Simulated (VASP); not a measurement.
Here is a VASP 6.6.1 calculation.

Contents of INCAR:

```
SYSTEM = PtSe2
PREC = Accurate
ENCUT = 500
EDIFF = 1E-6
ISMEAR = -1
SIGMA = 0.15
LREAL = .False.
LASPH = .True.
NELM = 120
ALGO = Normal
ISIF = 2
LWAVE = .False.
LCHARG = .False.
GGA = CA
NBANDS = 18
GGA_COMPAT = .False.
```

Contents of KPOINTS:

```
Automatic mesh
0
Gamma
  6 6 4
  0 0 0
```

File POSCAR:

```
PtSe2
1.0
    3.7240000000      0.0000000000      0.0000000000
   -1.8620000000      3.2250786037      0.0000000000
    0.0000000000      0.0000000000      5.0620000000
Pt Se
1 2
Direct
    0.0000000000      0.0000000000      0.0000000000
    0.3333330000      0.6666670000      0.2500000000
    0.6666670000      0.3333330000      0.7500000000
```

Potentials or basis: VASP PAW LDA potentials, release 64 (Pt, Se).

The run is started by

```sh
$ cat potpaw_LDA.64/Pt/POTCAR potpaw_LDA.64/Se/POTCAR > POTCAR
$ mpirun -np 1 vasp_std > vasp.out
```

Task: Estimate the band gap on the k mesh.

Result: Zero (band 11 reaches 6.91 eV, above the bottom of band 12 at 6.48 eV).

Task: What does it give for the pressure?

Result: 0.0 GPa.

Forces on the atoms (eV/Å):
```
Pt   0.000  0.000  0.000
Se   0.000  0.000  0.258
Se   0.000  0.000 -0.258
```

Caveat: spin-orbit coupling is left out, which moves the levels of the heavy elements.
